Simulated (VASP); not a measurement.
Al:

```
Al
1.0
     2.81246    0.00000    0.00000
    -1.40623    2.43566    0.00000
     0.00000    0.00000    4.86685
Al
2
Direct
  0.66667 0.33333 0.75000
  0.33333 0.66667 0.25000
```

Base run:

```yaml
Program: VASP 6.6.1
Functional: PBE
Potentials_or_basis: VASP PAW PBE potentials, release 64 (Al)
Cutoff: 500 eV
k_mesh: 9 × 9 × 5
Occupations: gaussian, width 0.1 eV
Spin: no spin polarisation
```

Its results: band gap on the k mesh zero (band 3 reaches 10.10 eV, above the bottom of band 4 at 5.44 eV); pressure 0.1 GPa.

Q: The run is repeated on the same cell with these changes: k mesh from 9 × 9 × 5 to 6 × 6 × 2. What comes out?

A: Band gap on the k mesh zero (band 3 reaches 11.58 eV, above the bottom of band 4 at 4.81 eV); pressure 0.5 GPa.

Caveats: some runs use coarse meshes.
